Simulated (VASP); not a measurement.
The system is MoS2.

```
Mo S
1.0
     3.23115    0.00000    0.00000
    -1.61558    2.79826    0.00000
     0.00000    0.00000   12.56571
Mo S
2 4
Direct
  0.66667 0.33333 0.75000
  0.33333 0.66667 0.25000
  0.66667 0.33333 0.37700
  0.33333 0.66667 0.87700
  0.66667 0.33333 0.12300
  0.33333 0.66667 0.62300
```

This cell differs from its parent crystal: volume scaled by 1.06.

Base run:

| Item | Value |
| --- | --- |
| Program | VASP 6.6.1 |
| Functional | PBEsol |
| Potentials or basis | VASP PAW PBE potentials, release 64 (Mo_sv, S) |
| Cutoff | 520 eV |
| k mesh | 10 × 10 × 3 |
| Occupations | fermi-dirac, width 0.05 eV |
| Spin | no spin polarisation |

Its results: band gap on the k mesh 0.94 eV, indirect (least direct gap 1.73 eV); pressure -10.3 GPa; largest force 1.152 eV/Å.

Q: After a change of settings the same cell gave: band gap on the k mesh 0.98 eV, indirect (least direct gap 1.73 eV); pressure -5.9 GPa; largest force 0.921 eV/Å. Which change was it?
A. functional from PBEsol to RPBE; dispersion from none to D3(BJ)
B. functional from PBEsol to PBE; dispersion from none to D3(BJ)
C. functional from PBEsol to PBE

A: C.

PBE binds less tightly than PBEsol, so the same cell stands under more pressure.

Caveats: this functional lacks dispersion, which binds the layers, so the pressure and a relaxed spacing across them are unreliable; the PAW data sets were made with another functional, which shifts forces and pressure a little (some runs).
